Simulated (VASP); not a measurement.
Input of a VASP 6.6.1 run:

Contents of INCAR:

```
SYSTEM = PbF2
  PREC = Accurate
  ENCUT = 600
  EDIFF = 1E-6
  ISMEAR = -1
  SIGMA = 0.05
  LREAL = .FALSE.
  LASPH = .TRUE.
  NELM = 120
  ALGO = Normal
  ISIF = 2
  LWAVE = .FALSE.
  LCHARG = .FALSE.
  GGA = CA
  NBANDS = 21
  GGA_COMPAT = .FALSE.
```

Contents of KPOINTS:

```
regular mesh
0
G
  8 8 8
  0 0 0
```

File POSCAR:

```
PbF2
1.0
    0.0000000000      2.9636600000      2.9636600000
    2.9636600000      0.0000000000      2.9636600000
    2.9636600000      2.9636600000      0.0000000000
Pb F
1 2
Direct
    0.0000000000      0.0000000000      0.0000000000
    0.7500000000      0.7500000000      0.7500000000
    0.2500000000      0.2500000000      0.2500000000
```

Potentials or basis: VASP PAW LDA potentials, release 64 (Pb_d, F).

The run is started by

```console
$ cat potpaw_LDA.64/Pb_d/POTCAR potpaw_LDA.64/F/POTCAR > POTCAR
$ mpirun -np 1 vasp_std > vasp.out
```

Problem. Estimate the band gap on the k mesh.

Solution. 4.22 eV, indirect (least direct gap 4.38 eV).

Problem. Estimate the pressure.

Solution. -4.6 GPa.

Caveat: spin-orbit coupling is left out, which moves the levels of the heavy elements. As with any semilocal functional, this LDA gap is likely too small.
